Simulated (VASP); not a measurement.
A run of VASP 6.6.1:

INCAR

```
ALGO     = Normal         # electronic algorithm
EDIFF    = 1E-6           # SCF threshold, eV
ENCUT    = 520            # plane-wave cutoff, eV
GGA      = PE             # functional
ISIF     = 2              # what is computed and relaxed
ISMEAR   = -1             # smearing method
ISPIN    = 2              # spin polarisation
LASPH    = T              # aspherical terms in the spheres
LCHARG   = F              # write CHGCAR
LMAXMIX  = 4              # l up to which the mixer works
LORBIT   = 11             # projections on sites
LREAL    = F              # projectors in reciprocal space
LWAVE    = F              # write WAVECAR
MAGMOM   = 1 1            # initial moments
NBANDS   = 21             # bands
NELM     = 150            # most SCF steps
PREC     = Accurate       # precision mode
SIGMA    = 0.05           # smearing width, eV
```

KPOINTS

```
k-points
0
Gamma
  15 10 15
```

Contents of POSCAR:

```
Ni
1.0
   -1.7593078052      1.7593078052      0.0000000000
    0.0000000000      0.0000000000      3.5186156104
    1.7593078052      1.7593078052      0.0000000000
Ni
2
Direct
    0.0000000000      0.0000000000      0.0000000000
    0.5000000000      0.5000000000      0.5000000000
```

Potentials or basis: VASP PAW PBE potentials, release 64 (Ni).

The run is started by

```console
$ cat potpaw_PBE.64/Ni/POTCAR > POTCAR
$ mpirun -np 1 vasp_std > vasp.out
```

Hardware: 1 thread of Intel Xeon 8259CL (shared host).

Q: How long does it take, and how much memory?

A: Run time: 4.7 min on 1 thread of Intel Xeon 8259CL, with other jobs on the host, peak memory 0.24 GiB. Counts: scf iterations 12, k points 216.
